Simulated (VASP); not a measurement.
# Mg (P6/mmm) in VASP: notebook

Mg is run at these levels: LDA; tasks: single point, relaxation of cell and atoms.

Program: VASP 6.6.1. These are calculated values, not measurements. Logs are shortened: lines on timing, memory, paths and dates and some standing lists are left out, and cuts for length are marked.

## Step 1: The cell of the first run

It takes space group P6/mmm (No. 191, hexagonal). The conventional cell has a = 5.071 Å, b = 5.071 Å, c = 3.073 Å, α = 90.00°, β = 90.00°, γ = 120.00°. Mg (site symmetry 6/mmm) has 14 Mg at 3.07 to 3.31 Å within 4.0 Å. Within 3.9 Å of Mg (site symmetry -6m2) lie 11 Mg at 2.93 to 3.31 Å.

## Step 2: Single point, LDA (volume scaled by 1.04)

INCAR

```
SYSTEM = Mg
  ALGO = Normal
  EDIFF = 1E-7
  ENCUT = 520
  ISIF = 2
  ISMEAR = -1
  LASPH = .TRUE.
  LCHARG = .TRUE.
  LELF = .TRUE.
  LREAL = .FALSE.
  LVHAR = .TRUE.
  LWAVE = .FALSE.
  NBANDS = 10
  NELM = 100
  PREC = Accurate
  SIGMA = 0.1
```

KPOINTS

```
k-points
0
G
  8 8 12
  0 0 0
```

POSCAR

```
Mg
1.0
    5.0707751209      0.0000000000      0.0000000000
   -2.5353875605      4.3914200716      0.0000000000
    0.0000000000      0.0000000000      3.0727930506
Mg
3
Direct
    1.0000000000      0.0000000000      0.0000000000
    0.3333333333      0.6666666667      0.5000000000
    0.6666666667      0.3333333333      0.5000000000
```

Potentials or basis: VASP PAW LDA potentials, release 64 (Mg).

Started as:

```sh
cat potpaw_LDA.64/Mg/POTCAR > POTCAR
mpirun -np 1 vasp_std > vasp.out
```

OUTCAR:

```text
SYSTEM = Mg
   EDIFF = 1E-7
   ENCUT = 520
   ISIF = 2
   ISMEAR = -1
   LASPH = .TRUE.
   LREAL = .FALSE.
   NELM = 100
   PREC = Accurate

 ion  position               nearest neighbor table
   1  0.000  0.000  0.000-   2 3.31   3 3.31   2 3.31   3 3.31   3 3.31   3 3.31   2 3.31   2 3.31
                             3 3.31   3 3.31   2 3.31   2 3.31
   2  0.333  0.667  0.500-   3 2.93   3 2.93   3 2.93   1 3.31   1 3.31   1 3.31   1 3.31   1 3.31
                             1 3.31
   3  0.667  0.333  0.500-   2 2.93   2 2.93   2 2.93   1 3.31   1 3.31   1 3.31   1 3.31   1 3.31
                             1 3.31

  LATTYP: Found a hexagonal cell.
 ALAT       =     5.0707751209
 C/A-ratio  =     0.6059809353

  Lattice vectors:

 A1 = (   5.0707751209,   0.0000000000,   0.0000000000)
 A2 = (  -2.5353875605,   4.3914200716,   0.0000000000)
 A3 = (   0.0000000000,   0.0000000000,   3.0727930506)

Analysis of symmetry for initial positions (statically):
=====================================================================
 Subroutine PRICEL returns:
 Original cell was already a primitive cell.

 Routine SETGRP: Setting up the symmetry group for a
 hexagonal supercell.

 Subroutine GETGRP returns: Found 24 space group operations
 (whereof 24 operations were pure point group operations)
 out of a pool of 24 trial point group operations.

The static configuration has the point symmetry D_6h.

Analysis of symmetry for dynamics (positions and initial velocities):
=====================================================================
 Subroutine PRICEL returns:
 Original cell was already a primitive cell.

 Routine SETGRP: Setting up the symmetry group for a
 hexagonal supercell.

 Subroutine GETGRP returns: Found 24 space group operations
 (whereof 24 operations were pure point group operations)
 out of a pool of 24 trial point group operations.

The dynamic configuration has the point symmetry D_6h.

 Subroutine INISYM returns: Found 24 space group operations
 (whereof 24 operations are pure point group operations),
 and found     1 'primitive' translations

----------------------------------------------------------------------------------------

                                     Primitive cell

  volume of cell :      68.4247

  direct lattice vectors                    reciprocal lattice vectors
     5.070775121  0.000000000  0.000000000     0.197208509  0.113858386  0.000000000
    -2.535387560  4.391420072  0.000000000     0.000000000  0.227716771  0.000000000
     0.000000000  0.000000000  3.072793051     0.000000000  0.000000000  0.325436820

  length of vectors
     5.070775121  5.070775121  3.072793051     0.227716771  0.227716771  0.325436820

  position of ions in fractional coordinates (direct lattice)
     0.000000000  0.000000000  0.000000000
     0.333333333  0.666666667  0.500000000
     0.666666667  0.333333333  0.500000000

  ion indices of the primitive-cell ions
   primitive index   ion index
                 1           1
                 2           2
                 3           3

----------------------------------------------------------------------------------------

 KPOINTS: k-points

Automatic generation of k-mesh.
 Grid dimensions read from file:
 generate k-points for:    8    8   12

 Generating k-lattice:

  Cartesian coordinates                     Fractional coordinates (reciprocal lattice)
     0.024651064  0.014232298  0.000000000     0.125000000 -0.000000000  0.000000000
     0.000000000  0.028464596  0.000000000     0.000000000  0.125000000  0.000000000
     0.000000000  0.000000000  0.027119735     0.000000000  0.000000000  0.083333333

  Length of vectors
     0.028464596  0.028464596  0.027119735

  Shift w.r.t. Gamma in fractional coordinates (k-lattice)
     0.000000000  0.000000000  0.000000000

 Subroutine IBZKPT returns following result:
 ===========================================

 Found     70 irreducible k-points:

 Following reciprocal coordinates:
            Coordinates               Weight
[... 48 lines left out ...]
 Fermi energy:         2.5506152370

 k-point     1 :       0.0000    0.0000    0.0000
  band No.  band energies     occupation
      1      -4.4444      2.00000
      2       2.7655      0.20886
      3       2.7655      0.20886
      4       2.8195      0.12728
      5       2.8195      0.12728
      6       3.7958      0.00001
      7       3.8496      0.00000
      8      10.5009      0.00000
      9      10.9599      0.00000
     10      15.7965      0.00000

 k-point     2 :       0.1250    0.0000    0.0000
  band No.  band energies     occupation
      1      -4.3223      2.00000
      2       1.3369      1.99999
      3       2.0133      1.99076
      4       2.5482      1.01189
      5       3.7963      0.00001
      6       4.5950      0.00000
      7       5.1650      0.00000
      8      10.6012      0.00000
      9      11.0463      0.00000
     10      14.3751      0.00000

 k-point     3 :       0.2500    0.0000    0.0000
  band No.  band energies     occupation
      1      -3.9570      2.00000
      2      -0.1490      2.00000
      3       1.4583      1.99996
      4       1.9943      1.99235
      5       5.0251      0.00000
      6       5.8093      0.00000
      7       7.2239      0.00000
      8      10.9025      0.00000
      9      11.2027      0.00000
     10      12.1553      0.00000

 k-point     4 :       0.3750    0.0000    0.0000
  band No.  band energies     occupation
      1      -3.3512      2.00000
      2      -1.4389      2.00000
      3       1.1256      2.00000
      4       1.6432      1.99977
      5       6.4796      0.00000
      6       7.2286      0.00000
      7       9.4401      0.00000
      8      10.0596      0.00000
      9      10.4352      0.00000
     10      11.4058      0.00000
[... 222 lines left out ...]
 k-point    22 :       0.1250    0.0000    0.1667
  band No.  band energies     occupation
      1      -3.8809      2.00000
      2       1.7494      1.99934
      3       2.4165      1.58521
      4       2.9586      0.03324
      5       4.2007      0.00000
      6       4.9051      0.00000
      7       5.4739      0.00000
      8       6.6611      0.00000
      9      11.6404      0.00000
     10      12.1997      0.00000

 k-point    23 :       0.2500    0.0000    0.1667
  band No.  band energies     occupation
      1      -3.5172      2.00000
      2       0.2726      2.00000
      3       1.8610      1.99798
      4       2.4162      1.58636
      5       5.4296      0.00000
      6       5.9640      0.00000
      7       6.8269      0.00000
      8       7.7793      0.00000
      9      10.3163      0.00000
     10      11.5927      0.00000

 k-point    24 :       0.3750    0.0000    0.1667
  band No.  band energies     occupation
      1      -2.9142      2.00000
      2      -1.0107      2.00000
      3       1.5280      1.99993
      4       2.0713      1.98356
      5       6.8827      0.00000
      6       6.9288      0.00000
      7       7.8107      0.00000
      8       8.8792      0.00000
      9      10.1839      0.00000
     10      10.4104      0.00000

 [... further k-points ...]
[... 5 lines left out ...]
  --------------------------------------------------------------------------------------
  -------------------------------------------------------------------------------------
  Total       -0.7374006     -0.7374006     -0.6991130      0.0000000     -0.0000000      0.0000000
  in kB      -17.2663844    -17.2663844    -16.3698743      0.0000000     -0.0000000      0.0000000
  external PRESSURE =     -16.9675477 kB  Pullay stress =       0.0000000 kB

 VOLUME and BASIS-vectors are now :
 -----------------------------------------------------------------------------
  energy-cutoff  :      520.00
  volume of cell :       68.42
      direct lattice vectors                 reciprocal lattice vectors
     5.070775121  0.000000000  0.000000000     0.197208509  0.113858386  0.000000000
    -2.535387560  4.391420072  0.000000000     0.000000000  0.227716771  0.000000000
     0.000000000  0.000000000  3.072793051     0.000000000  0.000000000  0.325436820

 POSITION                                       TOTAL-FORCE (eV/Angst)
 -----------------------------------------------------------------------------------
      0.00000      0.00000      0.00000        -0.000000      0.000000      0.000000
     -0.00000      2.92761      1.53640         0.000000      0.000000      0.000000
      2.53539      1.46381      1.53640        -0.000000     -0.000000      0.000000
 -----------------------------------------------------------------------------------
    total drift:                                0.000000     -0.000000      0.000000

  FREE ENERGIE OF THE ION-ELECTRON SYSTEM (eV)
  ---------------------------------------------------
  free  energy   TOTEN  =        -5.2599166696 eV

  energy  without entropy=       -5.2194248000  energy(sigma->0) =       -5.23967073
```

It took 17 s on 1 thread of Intel Xeon 6975P-C (Granite Rapids), shared host; peak memory 0.17 GiB.

Results:

```yaml
Free_energy: -5.2599 eV
Pressure: -1.7 GPa
Band_gap_on_the_k_mesh: zero (band 3 reaches 6.03 eV, above the bottom of band 4 at 1.52 eV)
```

Levels at points of the mesh, in eV from the Fermi level:
| k point | band 1 | band 2 | band 3 | band 4 | band 5 | band 6 | band 7 |
| --- | --- | --- | --- | --- | --- | --- | --- |
| (0.00, 0.00, 0.00) | -7.00 | 0.21 | 0.21 | 0.27 | 0.27 | 1.25 | 1.30 |
| (0.50, 0.00, 0.00) | -5.06 | -5.06 | -1.54 | -1.03 | 5.55 | 5.67 | 6.25 |
| (0.00, 0.00, 0.50) | -3.23 | -2.94 | 3.48 | 3.48 | 3.67 | 3.67 | 3.86 |
| (0.50, 0.00, 0.50) | -1.53 | -1.26 | -1.17 | -0.92 | 1.82 | 2.42 | 2.83 |

Caveat: the cell differs from its parent crystal (volume scaled by 1.04).

## Step 3: Single point, LDA (volume scaled by 1.08)

INCAR

```
SYSTEM = Mg
PREC     = Accurate       ! precision mode
ENCUT    = 520            ! plane-wave cutoff, eV
EDIFF    = 1E-6           ! SCF threshold, eV
ISMEAR   = -1             ! smearing method
SIGMA    = 0.1            ! smearing width, eV
LREAL    = .False.        ! projectors in reciprocal space
LASPH    = .True.         ! aspherical terms in the spheres
NELM     = 100            ! most SCF steps
ALGO     = Normal         ! electronic algorithm
ISIF     = 2              ! what is computed and relaxed
LWAVE    = .False.        ! write WAVECAR
LCHARG   = .False.        ! write CHGCAR
GGA      = CA             ! functional
NBANDS   = 10             ! bands
```

KPOINTS

```
regular mesh
0
Gamma
  8 8 12
  0 0 0
```

POSCAR

```
Mg
1.0
    5.1349689625      0.0000000000      0.0000000000
   -2.5674844812      4.4470135692      0.0000000000
    0.0000000000      0.0000000000      3.1116932948
Mg
3
Direct
    1.0000000000      0.0000000000      0.0000000000
    0.3333333333      0.6666666667      0.5000000000
    0.6666666667      0.3333333333      0.5000000000
```

Potentials or basis: VASP PAW LDA potentials, release 64 (Mg).

Started as:

```sh
cat potpaw_LDA.64/Mg/POTCAR > POTCAR
mpirun -np 1 vasp_std > vasp.out
```

Run time: 17 s. Hardware: 1 thread of Intel Xeon 6975P-C (Granite Rapids), shared host; peak memory 0.17 GiB.

It converged, with:

- Free energy: -5.2228 eV
- Pressure: -2.8 GPa
- Band gap on the k mesh: zero (band 3 reaches 5.74 eV, above the bottom of band 4 at 1.32 eV)

Stress tensor (GPa, compression positive):
```
-2.82  0.00  0.00
 0.00 -2.82  0.00
 0.00  0.00 -2.72
```

Levels at points of the mesh, in eV from the Fermi level:
```csv
k point,band 1,band 2,band 3,band 4,band 5,band 6,band 7
"(0.00, 0.00, 0.00)",-6.83,0.24,0.24,0.29,0.29,1.15,1.19
"(0.50, 0.00, 0.00)",-4.95,-4.94,-1.48,-1.03,5.45,5.58,6.08
"(0.00, 0.00, 0.50)",-3.17,-2.86,3.39,3.39,3.64,3.64,3.75
"(0.50, 0.00, 0.50)",-1.49,-1.20,-1.17,-0.90,1.79,2.42,2.73
```

Caveat: the cell differs from its parent crystal (volume scaled by 1.08).

## Step 4: Single point, LDA (volume scaled by 1.12)

INCAR

```
SYSTEM = Mg
ALGO     = Normal         ! electronic algorithm
EDIFF    = 1E-6           ! SCF threshold, eV
ENCUT    = 520            ! plane-wave cutoff, eV
GGA      = CA             ! functional
ISIF     = 2              ! what is computed and relaxed
ISMEAR   = -1             ! smearing method
LASPH    = .True.         ! aspherical terms in the spheres
LCHARG   = .True.         ! write CHGCAR
LELF     = .True.         ! ELF
LREAL    = .False.        ! projectors in reciprocal space
LVHAR    = .True.       
LWAVE    = .False.        ! write WAVECAR
NBANDS   = 10             ! bands
NELM     = 60             ! most SCF steps
PREC     = Accurate       ! precision mode
SIGMA    = 0.1            ! smearing width, eV
```

KPOINTS

```
k-points
0
Gamma
  8 8 12
  0 0 0
```

POSCAR

```
Mg
1.0
    5.1975967075      0.0000000000      0.0000000000
   -2.5987983537      4.5012507873      0.0000000000
    0.0000000000      0.0000000000      3.1496445142
Mg
3
Direct
    1.0000000000      0.0000000000      0.0000000000
    0.3333333333      0.6666666667      0.5000000000
    0.6666666667      0.3333333333      0.5000000000
```

Started as:

```sh
cat potpaw_LDA.64/Mg/POTCAR > POTCAR
mpirun -np 1 vasp_std > vasp.out
```

It took 20 s on 1 thread of Intel Xeon 6975P-C (Granite Rapids), shared host; peak memory 0.17 GiB.

The run converged. Its results:

- Free energy: -5.1695 eV
- Pressure: -3.7 GPa
- Band gap on the k mesh: zero (band 3 reaches 5.47 eV, above the bottom of band 4 at 1.13 eV)

Stress tensor (GPa, compression positive):
```
-3.71  0.00  0.00
 0.00 -3.71  0.00
 0.00  0.00 -3.60
```

Levels at points of the mesh, in eV from the Fermi level:
| k point | band 1 | band 2 | band 3 | band 4 | band 5 | band 6 | band 7 |
| --- | --- | --- | --- | --- | --- | --- | --- |
| (0.00, 0.00, 0.00) | -6.68 | 0.26 | 0.26 | 0.32 | 0.32 | 1.05 | 1.10 |
| (0.50, 0.00, 0.00) | -4.84 | -4.83 | -1.42 | -1.04 | 5.36 | 5.49 | 5.91 |
| (0.00, 0.00, 0.50) | -3.11 | -2.78 | 3.30 | 3.30 | 3.61 | 3.61 | 3.65 |
| (0.50, 0.00, 0.50) | -1.45 | -1.18 | -1.15 | -0.88 | 1.77 | 2.41 | 2.63 |

Caveat: the cell differs from its parent crystal (volume scaled by 1.12).

## Step 5: Single point, LDA

This run uses another cell than the first one, of 21.93 Å³/atom, 0.962 times its volume.

INCAR

```
SYSTEM = Mg
PREC = Accurate
ENCUT = 520
EDIFF = 1E-6
ISMEAR = -1
SIGMA = 0.1
LREAL = .False.
LASPH = .True.
NELM = 80
ALGO = Normal
ISIF = 2
LWAVE = .False.
LCHARG = .True.
GGA = CA
LELF = .True.
LVHAR = .True.
NBANDS = 10
```

KPOINTS

```
regular mesh
0
Gamma
  10 10 14
  0 0 0
```

POSCAR

```
Mg
1.0
    5.0049134438      0.0000000000      0.0000000000
   -2.5024567219      4.3343821861      0.0000000000
    0.0000000000      0.0000000000      3.0328821299
Mg
3
Direct
    1.0000000000      0.0000000000      0.0000000000
    0.3333333333      0.6666666667      0.5000000000
    0.6666666667      0.3333333333      0.5000000000
```

Started as:

```sh
cat potpaw_LDA.64/Mg/POTCAR > POTCAR
mpirun -np 1 vasp_std > vasp.out
```

Wall time 27 s (1 thread of Intel Xeon 6975P-C (Granite Rapids), shared host); peak memory 0.2 GiB.

The run converged. Its results:

```
Free energy            : -5.2742 eV
Pressure               : -0.3 GPa
Band gap on the k mesh : zero (band 3 reaches 6.34 eV, above the bottom of band 4 at 1.74 eV)
```

Stress tensor (GPa, compression positive):
```
-0.41  0.00  0.00
 0.00 -0.41  0.00
 0.00  0.00 -0.24
```

Levels at points of the mesh, in eV from the Fermi level:
```
           k point  band 1  band 2  band 3  band 4  band 5  band 6
(0.00, 0.00, 0.00)   -7.15    0.21    0.21    0.26    0.26    1.37
(0.50, 0.00, 0.00)   -5.17   -5.16   -1.58   -1.00    5.67    5.79
(0.00, 0.00, 0.50)   -3.27   -3.01    3.60    3.60    3.72    3.72
(0.50, 0.00, 0.50)   -1.55   -1.31   -1.14   -0.93    1.87    2.45
```

## Step 6: Relaxation of cell and atoms, LDA

This run uses another cell than the first one, of 23.24 Å³/atom, 1.019 times its volume.

INCAR

```
PREC = Accurate
ENCUT = 600
EDIFF = 1E-6
ISMEAR = -1
SIGMA = 0.1
LREAL = False
LASPH = True
NELM = 60
ALGO = Normal
ISIF = 3
LWAVE = False
LCHARG = False
GGA = CA
IBRION = 2
NSW = 80
EDIFFG = -0.01
```

KPOINTS

```
regular mesh
0
Gamma
  7 7 10
```

POSCAR

```
Mg
1.0
    5.0827995274      0.0000000000      0.0000000000
   -2.5413997637      4.4018335130      0.0000000000
    0.0000000000      0.0000000000      3.1157561103
Mg
3
Direct
    0.0000000000      0.0000000000      0.0000000000
    0.3333333333      0.6666666667      0.5000000000
    0.6666666667      0.3333333333      0.5000000000
```

Potentials or basis: VASP PAW LDA potentials, release 64 (Mg).

Started as:

```sh
cat potpaw_LDA.64/Mg/POTCAR > POTCAR
mpirun -np 1 vasp_std > vasp.out
```

It took 44 s on 1 thread of Intel Xeon 6975P-C (Granite Rapids), shared host; peak memory 0.2 GiB.

It converged, with:

```yaml
Free_energy: -5.2810 eV
Relaxed_volume: 21.74 Å³/atom
Relaxed_cell: a = 4.991 Å, b = 4.991 Å, c = 3.023 Å, α = 90.00°, β = 90.00°, γ = 120.00°
Space_group_after_relaxing_to_0.05_Å: P6/mmm (No. 191)
Energy_gained_by_relaxing: 11.2 meV/atom
Ionic_steps: 6
Pressure_after_relaxing: 0.0 GPa
Band_gap_on_the_k_mesh: zero (band 3 reaches 6.42 eV, above the bottom of band 4 at 1.83 eV)
```

The path:
```tsv
step	energy change (eV)	largest force (eV/Å)	pressure (GPa)	volume (Å³)
1	0.0000	0.0000	-2.20	69.71
2	-0.0301	0.0000	-0.71	66.54
3	-0.0333	0.0000	-0.01	65.27
4	-0.0333	0.0000	0.04	65.18
5	-0.0335	0.0000	0.03	65.20
6	-0.0336	0.0000	0.02	65.21
```

Final structure:
```
CELL_PARAMETERS angstrom
4.99074 0.00000 0.00000
-2.49537 4.32211 0.00000
0.00000 0.00000 3.02290
ATOMIC_POSITIONS crystal
Mg 0.00000 0.00000 0.00000
Mg 0.33333 0.66667 0.50000
Mg 0.66667 0.33333 0.50000
```

Levels at points of the mesh, in eV from the Fermi level:
```
           k point  band 1  band 2  band 3  band 4  band 5  band 6  band 7
(0.00, 0.00, 0.00)   -7.17    0.22    0.22    0.27    0.27    1.40    1.47
(0.00, 0.00, 0.50)   -3.27   -3.02    3.64    3.64    3.75    3.75    4.03
```

## Step 7: Summary

```tsv
task	cell	k mesh	cutoff (eV)	gap on the mesh (eV)	pressure (GPa)
single point	a = 5.071, b = 5.071, c = 3.073 Å, angles 90.0, 90.0, 120.0°, 3 atoms	8 × 8 × 12	520	none	-1.7
single point	a = 5.135, b = 5.135, c = 3.112 Å, angles 90.0, 90.0, 120.0°, 3 atoms	8 × 8 × 12	520	none	-2.8
single point	a = 5.198, b = 5.198, c = 3.150 Å, angles 90.0, 90.0, 120.0°, 3 atoms	8 × 8 × 12	520	none	-3.7
single point	a = 5.005, b = 5.005, c = 3.033 Å, angles 90.0, 90.0, 120.0°, 3 atoms	10 × 10 × 14	520	none	-0.3
relaxation of cell and atoms	relaxed from a = 5.083, b = 5.083, c = 3.116 Å, angles 90.0, 90.0, 120.0°, 3 atoms	7 × 7 × 10	600	none	0.0
```

Alike in all rows: level LDA; potentials or basis VASP PAW LDA potentials, release 64 (Mg); no spin polarisation; smearing fermi-dirac 0.1 eV.

Absolute energies hang on the potentials; compare differences alone.
